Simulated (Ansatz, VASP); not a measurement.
## One calculation of Fe, two programs

INCAR

```
SYSTEM = Fe
ALGO = Normal
EDIFF = 1E-6
ENCUT = 520
GGA = PE
ISIF = 2
ISMEAR = -1
ISPIN = 2
LASPH = .TRUE.
LCHARG = .FALSE.
LMAXMIX = 4
LORBIT = 11
LREAL = .FALSE.
LWAVE = .FALSE.
MAGMOM = 2.5
NBANDS = 14
NELM = 150
PREC = Accurate
SIGMA = 0.05
```

The input KPOINTS:

```
k-points
0
G
  19 19 19
  0 0 0
```

Contents of POSCAR:

```
Fe
1.0
   -1.3783355342      1.3783355342      1.3783355342
    1.3783355342     -1.3783355342      1.3783355342
    1.3783355342      1.3783355342     -1.3783355342
Fe
1
Direct
    0.0000000000      0.0000000000      0.0000000000
```

Input for Ansatz:

```yaml
crystal:
  lattice:
    - [-1.3783355342, 1.3783355342, 1.3783355342]
    - [1.3783355342, -1.3783355342, 1.3783355342]
    - [1.3783355342, 1.3783355342, -1.3783355342]
  atoms:
    - { symbol: Fe, position: [0.0, 0.0, 0.0], spin: 2.5 }
magnetization:
  spin_polarized: true
kpoints:
  mp_grid: { grid: [19, 19, 19] }
scf:
  occupations: { method: fermi_dirac, width: 0.05 }
hamiltonian:
  xc: pbe
  pseudopotentials: { kind: paw }
output:
  forces: true
  stress: true
  eigenvalues: true
  write_density: true
  write_potential: true
  elf: true
  volumetric_format: npy
```

Change from the starting cell: volume scaled by 0.921, to set the pressure.

Alike in both runs: task single point; functional PBE; k mesh 19 × 19 × 19; occupations fermi-dirac, width 0.05 eV; collinear spin.

```csv
,VASP,Ansatz
version,VASP 6.6.1,Ansatz 0.2.0
potentials or method,"VASP PAW PBE potentials, release 64 (Fe)","PAW with Ansatz's default frozen-core files, scalar-relativistic"
plane-wave cutoff (eV),520,420
valence electrons in the cell,8,16
```

|  | VASP | Ansatz | Ansatz less VASP |
| --- | --- | --- | --- |
| pressure (GPa) | 18.2 | 18.7 | +0.51 |
| net moment per atom (μB) | 2.04 | 2.02 | -0.020 |
| size of the moment on the site where the two differ most (μB) | 2.03 | 2.06 | +0.030 |

Site moments also hang on the region over which each program counts them. The functional is the same, so the differences come from potentials, cutoffs and numerics. VASP's potentials hold 8 valence electrons a cell and Ansatz's 16, so a difference there can come from the potentials and not from the codes.
